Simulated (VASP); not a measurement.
# CdSe (P6_3mc) in VASP: further runs

Runs on CdSe. Level: PBEsol. Tasks: single point.

All numbers are computed with VASP 6.6.1; they aren't measurements. Logs are shortened: lines on timing, memory, paths and dates and some standing lists are left out, and cuts for length are marked.

## 1. The cell of the first run

The structure is hexagonal, space group P6_3mc (No. 186). Conventional cell: a = 4.015 Å, b = 4.015 Å, c = 6.681 Å, α = 90.00°, β = 90.00°, γ = 120.00°. Within 3.3 Å of Cd (site symmetry 3m) lie 4 Se at 2.47 to 2.48 Å. Se (site symmetry 3m) has 4 Cd at 2.47 to 2.48 Å within 3.3 Å.

## 2. Single point, PBEsol

INCAR reads:

```
PREC = Accurate
ENCUT = 520
EDIFF = 1E-7
ISMEAR = 0
SIGMA = 0.02
LREAL = False
LASPH = True
NELM = 60
ALGO = Normal
ISIF = 2
LWAVE = False
LCHARG = False
GGA = PS
NBANDS = 26
```

KPOINTS reads:

```
Automatic mesh
0
Gamma
  12 12 6
```

POSCAR reads:

```
CdSe
1.0
    4.0154870425      0.0000000000      0.0000000000
   -2.0077435212      3.4775137874      0.0000000000
    0.0000000000      0.0000000000      6.6807117070
Cd Se
2 2
Direct
    0.6666666667      0.3333333333      0.5030442865
    0.3333333333      0.6666666667      1.0030442865
    0.6666666667      0.3333333333      0.8728157135
    0.3333333333      0.6666666667      0.3728157135
```

Potentials or basis: VASP PAW PBE potentials, release 64 (Cd, Se).

Run with:

```bash
$ cat potpaw_PBE.64/Cd/POTCAR potpaw_PBE.64/Se/POTCAR > POTCAR
$ mpirun -np 1 vasp_std > vasp.out
```

OUTCAR:

```text
PREC = Accurate
   ENCUT = 520
   EDIFF = 1E-7
   ISMEAR = 0
   LREAL = False
   LASPH = True
   NELM = 60
   ISIF = 2
   GGA = PS

 ion  position               nearest neighbor table
   1  0.667  0.333  0.503-   3 2.47   4 2.48   4 2.48   4 2.48
   2  0.333  0.667  0.003-   4 2.47   3 2.48   3 2.48   3 2.48
   3  0.667  0.333  0.873-   1 2.47   2 2.48   2 2.48   2 2.48
   4  0.333  0.667  0.373-   2 2.47   1 2.48   1 2.48   1 2.48

  LATTYP: Found a hexagonal cell.
 ALAT       =     4.0154870425
 C/A-ratio  =     1.6637363379

  Lattice vectors:

 A1 = (   4.0154870425,   0.0000000000,   0.0000000000)
 A2 = (  -2.0077435212,   3.4775137874,   0.0000000000)
 A3 = (   0.0000000000,   0.0000000000,   6.6807117070)

Analysis of symmetry for initial positions (statically):
=====================================================================
 Subroutine PRICEL returns:
 Original cell was already a primitive cell.

 Routine SETGRP: Setting up the symmetry group for a
 hexagonal supercell.

 Subroutine GETGRP returns: Found 12 space group operations
 (whereof  6 operations were pure point group operations)
 out of a pool of 24 trial point group operations.

The static configuration has the point symmetry C_3v.
 The point group associated with its full space group is C_6v.

Analysis of symmetry for dynamics (positions and initial velocities):
=====================================================================
 Subroutine PRICEL returns:
 Original cell was already a primitive cell.

 Routine SETGRP: Setting up the symmetry group for a
 hexagonal supercell.

 Subroutine GETGRP returns: Found 12 space group operations
 (whereof  6 operations were pure point group operations)
 out of a pool of 24 trial point group operations.

The dynamic configuration has the point symmetry C_3v.
 The point group associated with its full space group is C_6v.

 Subroutine INISYM returns: Found 12 space group operations
 (whereof  6 operations are pure point group operations),
 and found     1 'primitive' translations

----------------------------------------------------------------------------------------

                                     Primitive cell

  volume of cell :      93.2889

  direct lattice vectors                    reciprocal lattice vectors
     4.015487043  0.000000000  0.000000000     0.249035793  0.143780882  0.000000000
    -2.007743521  3.477513787  0.000000000     0.000000000  0.287561764  0.000000000
     0.000000000  0.000000000  6.680711707     0.000000000  0.000000000  0.149684651

  length of vectors
     4.015487043  4.015487042  6.680711707     0.287561764  0.287561764  0.149684651

  position of ions in fractional coordinates (direct lattice)
     0.666666667  0.333333333  0.503044286
     0.333333333  0.666666667  0.003044286
     0.666666667  0.333333333  0.872815714
     0.333333333  0.666666667  0.372815714

  ion indices of the primitive-cell ions
   primitive index   ion index
                 1           1
                 2           2
                 3           3
                 4           4

----------------------------------------------------------------------------------------

 KPOINTS: Automatic mesh

Automatic generation of k-mesh.
 Grid dimensions read from file:
 generate k-points for:   12   12    6

 Generating k-lattice:

  Cartesian coordinates                     Fractional coordinates (reciprocal lattice)
     0.020752983  0.011981740  0.000000000     0.083333333  0.000000000  0.000000000
     0.000000000  0.023963480  0.000000000     0.000000000  0.083333333  0.000000000
     0.000000000  0.000000000  0.024947442     0.000000000  0.000000000  0.166666667

  Length of vectors
     0.023963480  0.023963480  0.024947442

  Shift w.r.t. Gamma in fractional coordinates (k-lattice)
     0.000000000  0.000000000  0.000000000

 Subroutine IBZKPT returns following result:
 ===========================================

 Found     76 irreducible k-points:

 Following reciprocal coordinates:
            Coordinates               Weight
  0.000000  0.000000  0.000000      1.000000
  0.083333 -0.000000  0.000000      6.000000
  0.166667 -0.000000  0.000000      6.000000
  0.250000 -0.000000  0.000000      6.000000
  0.333333 -0.000000  0.000000      6.000000
  0.416667  0.000000  0.000000      6.000000
[... 16 lines left out ...]
  0.250000 -0.000000  0.166667     12.000000
  0.333333 -0.000000  0.166667     12.000000
 [... further k-points ...]
   k-points           NKPTS =     76   k-points in BZ     NKDIM =     76   number of bands    NBANDS=     26
   number of dos      NEDOS =    301   number of ions     NIONS =      4
   total plane-waves  NPLWV =  45000
   dimension x,y,z NGX =    30 NGY =   30 NGZ =   50
   dimension x,y,z NGXF=    60 NGYF=   60 NGZF=  100
   ions per type =               2   2
   NGX,Y,Z   is equivalent  to a cutoff of  12.42, 12.42, 12.44 a.u.
   NGXF,Y,Z  is equivalent  to a cutoff of  24.84, 24.84, 24.88 a.u.
 SYSTEM =  unknown system
   PREC   = accura    normal or accurate (medium, high low for compatibility)
   ISTART =      0    job   : 0-new  1-cont  2-samecut
   ICHARG =      2    charge: 1-file 2-atom 10-const
   ISPIN  =      1    spin polarized calculation?
   LNONCOLLINEAR =      F non collinear calculations
   LSORBIT =      F    spin-orbit coupling
   LASPH  =      T    aspherical Exc in radial PAW
   ENCUT  =  520.0 eV  38.22 Ry    6.18 a.u.   7.47  7.47 12.42*2*pi/ulx,y,z
   NELM   =     60;   NELMIN=  2; NELMDL= -5     # of ELM steps
   EDIFF  = 0.1E-06   stopping-criterion for ELM
   LREAL  =      F    real-space projection
   EDIFFG = 0.1E-05   stopping-criterion for IOM
   NSW    =      0    number of steps for IOM
   IBRION =     -1    ionic relax: 0-MD 1-quasi-New 2-CG
   NFREE  =      0    steps in history (QN), initial steepest desc. (CG)
   ISIF   =      2    stress and relaxation
   ISYM   =      2    0-nonsym 1-usesym 2-fastsym
   POTIM  = 0.5000    time-step for ionic-motion
   TEBEG  =    0.0;   TEEND  =   0.0 temperature during run
   PSTRESS=    0.0 pullay stress
   NELECT =      36.0000    total number of electrons
   NUPDOWN=      -1.0000    fix difference up-down
   EMIN   =  10.00;   EMAX   =-10.00  energy-range for DOS
   EFERMI =   0.00;   METHOD = LEGACY
   ISMEAR =     0;   SIGMA  =   0.02  broadening in eV -4-tet -1-fermi 0-gaus
   EFERMI_NEDOS =   21; number of points for ismear=-14 and -15
   IALGO  =     38    algorithm
   IMIX   =      4    mixing-type and parameters
     AMIX     =   0.40;   BMIX     =  1.00
     AMIX_MAG =   1.60;   BMIX_MAG =  1.00
  volume/ion in A,a.u.               =      23.32       157.39
  Fermi-wavevector in a.u.,A,eV,Ry     =   1.191880  2.252326 19.328124  1.420577
  Thomas-Fermi vector in A             =   2.327931
   LORBIT       =      0    0 simple, 1 ext, 2 COOP (PROOUT), +10 PAW based schemes
   GGA     = PS    functional components
   LHFCALC =     F    Hartree Fock is set to
   AEXX    =    0.0000 exact exchange contribution
   IVDW    =     0    specifies the selected vdW correction
   LEPSILON=     F    determine dielectric tensor
   LRPA    =     F    only Hartree local field effects (RPA)
 non-spin polarized calculation
 Gauss-broadening in eV      SIGMA  =   0.02
  energy-cutoff  :      520.00
  volume of cell :       93.29
 maximum number of plane-waves:      2551
 NGX is ok and might be reduce to    30
   NGX = 15   NGY = 15   NGZ = 25

 number of electron      36.0000004 magnetization

 Free energy of the ion-electron system (eV)
  ---------------------------------------------------
  ext. energy  EPLUGINS =         0.00000000
  ---------------------------------------------------
  free energy    TOTEN  =       -11.53264400 eV

  energy without entropy =      -11.53264400  energy(sigma->0) =      -11.53264400

 E-fermi :   2.6764     XC(G=0):  -9.9785

 val. band max:        2.5500472137   @ k =   0.0000   0.0000   0.0000
 cond. band min:       3.4215908312   @ k =   0.0000   0.0000   0.0000
 fundamental gap:      0.8715436175
 Fermi energy:         2.6763969218

 k-point     1 :       0.0000    0.0000    0.0000
  band No.  band energies     occupation
      1     -11.3858      2.00000
      2     -10.8153      2.00000
      3      -6.2868      2.00000
      4      -6.2354      2.00000
      5      -6.2354      2.00000
      6      -6.1196      2.00000
[... 18 lines left out ...]
     25       9.6653      0.00000
     26      10.6021      0.00000

 k-point     2 :       0.0833   -0.0000    0.0000
  band No.  band energies     occupation
      1     -11.3521      2.00000
      2     -10.7993      2.00000
      3      -6.2734      2.00000
      4      -6.2232      2.00000
      5      -6.2214      2.00000
      6      -6.1071      2.00000
[... 18 lines left out ...]
     25       9.8769      0.00000
     26      10.3897      0.00000

 k-point     3 :       0.1667   -0.0000    0.0000
  band No.  band energies     occupation
      1     -11.2580      2.00000
      2     -10.7568      2.00000
      3      -6.2383      2.00000
      4      -6.1921      2.00000
      5      -6.1753      2.00000
      6      -6.0661      2.00000
[... 18 lines left out ...]
     25       9.8894      0.00000
     26      10.4518      0.00000

 k-point     4 :       0.2500   -0.0000    0.0000
  band No.  band energies     occupation
      1     -11.1231      2.00000
      2     -10.7026      2.00000
      3      -6.1959      2.00000
      4      -6.1559      2.00000
      5      -6.0978      2.00000
      6      -5.9845      2.00000
[... 18 lines left out ...]
     25      10.2718      0.00000
     26      10.5565      0.00000
[... 496 lines left out ...]
      1     -11.2240      2.00000
      2     -10.7892      2.00000
      3      -6.2248      2.00000
      4      -6.1842      2.00000
      5      -6.1682      2.00000
      6      -6.0749      2.00000
[... 18 lines left out ...]
     25      10.1916      0.00000
     26      10.2712      0.00000

 k-point    23 :       0.2500   -0.0000    0.1667
  band No.  band energies     occupation
      1     -11.0936      2.00000
      2     -10.7288      2.00000
      3      -6.1885      2.00000
      4      -6.1454      2.00000
      5      -6.0958      2.00000
      6      -5.9970      2.00000
[... 18 lines left out ...]
     25      10.3783      0.00000
     26      10.8529      0.00000

 k-point    24 :       0.3333   -0.0000    0.1667
  band No.  band energies     occupation
      1     -10.9542      2.00000
      2     -10.6752      2.00000
      3      -6.1613      2.00000
      4      -6.1149      2.00000
      5      -6.0270      2.00000
      6      -5.9317      2.00000
[... 18 lines left out ...]
     25      10.4694      0.00000
     26      11.4917      0.00000

 [... further k-points ...]

------------------------ aborting loop because EDIFF is reached ----------------------------------------

  FORCE on cell =-STRESS in cart. coord.  units (eV):
  Direction    XX          YY          ZZ          XY          YZ          ZX
  --------------------------------------------------------------------------------------
  -------------------------------------------------------------------------------------
  Total        9.1695962      9.1695962      9.2024178      0.0000000     -0.0000000     -0.0000000
  in kB      157.4820189    157.4820189    158.0457081      0.0000000     -0.0000000     -0.0000000
  external PRESSURE =     157.6699153 kB  Pullay stress =       0.0000000 kB

 VOLUME and BASIS-vectors are now :
 -----------------------------------------------------------------------------
  energy-cutoff  :      520.00
  volume of cell :       93.29
      direct lattice vectors                 reciprocal lattice vectors
     4.015487043  0.000000000  0.000000000     0.249035793  0.143780882  0.000000000
    -2.007743521  3.477513787  0.000000000     0.000000000  0.287561764  0.000000000
     0.000000000  0.000000000  6.680711707     0.000000000  0.000000000  0.149684651

 POSITION                                       TOTAL-FORCE (eV/Angst)
 -----------------------------------------------------------------------------------
      2.00774      1.15917      3.36069        -0.000000      0.000000      0.002577
     -0.00000      2.31834      0.02034         0.000000     -0.000000      0.002577
      2.00774      1.15917      5.83103         0.000000      0.000000     -0.002577
     -0.00000      2.31834      2.49067        -0.000000      0.000000     -0.002577
 -----------------------------------------------------------------------------------
    total drift:                               -0.000000      0.000000     -0.001600

  FREE ENERGIE OF THE ION-ELECTRON SYSTEM (eV)
  ---------------------------------------------------
  free  energy   TOTEN  =       -11.5326440001 eV

  energy  without entropy=      -11.5326440001  energy(sigma->0) =      -11.53264400
```

Run time: 73 s. Hardware: 1 thread of Intel Xeon 6975P-C (Granite Rapids), shared host; peak memory 0.3 GiB.

What came out:

| Quantity | Value |
| --- | --- |
| Free energy | -11.5326 eV |
| Pressure | 15.8 GPa |
| Band gap on the k mesh | 0.87 eV |

Forces in eV/Å, atoms in the order of the input:
```
Cd   0.000  0.000  0.003
Cd   0.000  0.000  0.003
Se   0.000  0.000 -0.003
Se   0.000  0.000 -0.003
```

Caveat: the cell stands under pressure; the PAW data sets were made with another functional, which shifts forces and pressure a little.

## 3. Single point, PBEsol

INCAR reads:

```
SYSTEM = CdSe
ALGO = Normal ; EDIFF = 1E-7
ENCUT = 520 ; GGA = PS
ISIF = 2 ; ISMEAR = 0
LASPH = .True. ; LCHARG = .True.
LELF = .True. ; LREAL = .False.
LVHAR = .True. ; LWAVE = .False.
NBANDS = 26 ; NELM = 100
PREC = Accurate ; SIGMA = 0.02
```

KPOINTS reads:

```
k-points
0
Gamma
  12 12 6
  0 0 0
```

POSCAR is that of step 2.

Potentials or basis: VASP PAW PBE potentials, release 64 (Cd, Se).

Run with:

```bash
$ cat potpaw_PBE.64/Cd/POTCAR potpaw_PBE.64/Se/POTCAR > POTCAR
$ mpirun -np 1 vasp_std > vasp.out
```

Wall time 75 s (1 thread of Intel Xeon 6975P-C (Granite Rapids), shared host); peak memory 0.3 GiB.

The run converged. Its results:

| Quantity | Value |
| --- | --- |
| Free energy | -11.5326 eV |
| Pressure | 15.8 GPa |
| Band gap on the k mesh | 0.87 eV |

Forces on the atoms (eV/Å):
```
Cd   0.000  0.000  0.003
Cd   0.000  0.000  0.003
Se   0.000  0.000 -0.003
Se   0.000  0.000 -0.003
```

Levels at points of the mesh, in eV from the valence-band top:
```
           k point  band 16  band 17  band 18  band 19  band 20  band 21
(0.00, 0.00, 0.00)    -0.18     0.00     0.00     0.87     2.38     5.77
(0.50, 0.00, 0.00)    -2.59    -2.04    -1.06     3.14     3.35     4.41
(0.00, 0.00, 0.50)    -0.57    -0.57    -0.57     2.59     2.59     5.95
(0.50, 0.00, 0.50)    -2.03    -1.89    -1.89     2.69     2.69     4.70
```

Caveat: the cell stands under pressure; the PAW data sets were made with another functional, which shifts forces and pressure a little.

## 4. Single point, PBEsol

This run uses another cell than the first one, of 25.02 Å³/atom.

INCAR reads:

```
  PREC = Accurate
  ENCUT = 520
  EDIFF = 1E-6
  ISMEAR = 0
  SIGMA = 0.02
  LREAL = False
  LASPH = True
  NELM = 80
  ALGO = Normal
  ISIF = 2
  LWAVE = False
  LCHARG = True
  GGA = PS
  LELF = True
  LVHAR = True
  NBANDS = 26
```

KPOINTS reads:

```
regular mesh
0
Gamma
  12 12 6
```

POSCAR reads:

```
CdSe
1.0
    4.1323622076      0.0000000000      0.0000000000
   -2.0661811038      3.5787306495      0.0000000000
    0.0000000000      0.0000000000      6.7678390951
Cd Se
2 2
Direct
    0.6666666667      0.3333333333      0.5006243671
    0.3333333333      0.6666666667      1.0006243671
    0.6666666667      0.3333333333      0.8752356329
    0.3333333333      0.6666666667      0.3752356329
```

Run with:

```bash
$ cat potpaw_PBE.64/Cd/POTCAR potpaw_PBE.64/Se/POTCAR > POTCAR
$ mpirun -np 1 vasp_std > vasp.out
```

Wall time 61 s (1 thread of Intel Xeon 6975P-C (Granite Rapids), shared host); peak memory 0.33 GiB.

It converged, with:

| Quantity | Value |
| --- | --- |
| Free energy | -12.0397 eV |
| Pressure | 8.5 GPa |
| Largest force | 0.009 eV/Å |
| Band gap on the k mesh | 0.78 eV |

Forces in eV/Å, atoms in the order of the input:
```
Cd   0.000  0.000  0.009
Cd   0.000  0.000  0.009
Se   0.000  0.000 -0.009
Se   0.000  0.000 -0.009
```

Levels at points of the mesh, in eV from the valence-band top:
| k point | band 16 | band 17 | band 18 | band 19 | band 20 | band 21 |
| --- | --- | --- | --- | --- | --- | --- |
| (0.00, 0.00, 0.00) | -0.09 | 0.00 | 0.00 | 0.78 | 2.22 | 5.76 |
| (0.50, 0.00, 0.00) | -2.32 | -1.73 | -0.95 | 3.16 | 3.32 | 4.57 |
| (0.00, 0.00, 0.50) | -0.50 | -0.50 | -0.50 | 2.47 | 2.47 | 5.91 |
| (0.50, 0.00, 0.50) | -1.72 | -1.69 | -1.69 | 2.81 | 2.81 | 4.75 |

Caveat: the cell stands under pressure; semilocal functionals underestimate gaps, and a narrow one can read as zero; the PAW data sets were made with another functional, which shifts forces and pressure a little.

## 5. Single point, PBEsol

This run uses another cell than the first one, of 26.74 Å³/atom.

INCAR reads:

```
PREC = Accurate
ENCUT = 520
EDIFF = 1E-7
ISMEAR = 0
SIGMA = 0.02
LREAL = F
LASPH = T
NELM = 80
ALGO = Normal
ISIF = 2
LWAVE = F
LCHARG = F
GGA = PS
NBANDS = 26
```

KPOINTS reads:

```
Automatic mesh
0
Gamma
  12 12 6
```

POSCAR reads:

```
CdSe
1.0
    4.2282683615      0.0000000000      0.0000000000
   -2.1141341807      3.6617878150      0.0000000000
    0.0000000000      0.0000000000      6.9075407122
Cd Se
2 2
Direct
    0.6666666667      0.3333333333      0.5002336604
    0.3333333333      0.6666666667      1.0002336604
    0.6666666667      0.3333333333      0.8756263396
    0.3333333333      0.6666666667      0.3756263396
```

Run with:

```bash
$ cat potpaw_PBE.64/Cd/POTCAR potpaw_PBE.64/Se/POTCAR > POTCAR
$ mpirun -np 1 vasp_std > vasp.out
```

Run time: 70 s. Hardware: 1 thread of Intel Xeon 6975P-C (Granite Rapids), shared host; peak memory 0.34 GiB.

The run converged. Its results:

* Free energy: -12.2895 eV
* Pressure: 3.4 GPa
* Largest force: 0.004 eV/Å
* Band gap on the k mesh: 0.65 eV

Forces in eV/Å, atoms in the order of the input:
```
Cd   0.000  0.000  0.004
Cd   0.000  0.000  0.004
Se   0.000  0.000 -0.004
Se   0.000  0.000 -0.004
```

Levels at points of the mesh, in eV from the valence-band top:
| k point | band 16 | band 17 | band 18 | band 19 | band 20 | band 21 |
| --- | --- | --- | --- | --- | --- | --- |
| (0.00, 0.00, 0.00) | -0.06 | 0.00 | 0.00 | 0.65 | 2.15 | 5.77 |
| (0.50, 0.00, 0.00) | -2.07 | -1.51 | -0.84 | 3.21 | 3.22 | 4.63 |
| (0.00, 0.00, 0.50) | -0.45 | -0.45 | -0.45 | 2.37 | 2.37 | 5.82 |
| (0.50, 0.00, 0.50) | -1.52 | -1.50 | -1.50 | 2.83 | 2.83 | 4.76 |

Caveat: the cell stands under pressure; semilocal functionals underestimate gaps, and a narrow one can read as zero; the PAW data sets were made with another functional, which shifts forces and pressure a little.

(Part 1 of 2 ends here.)
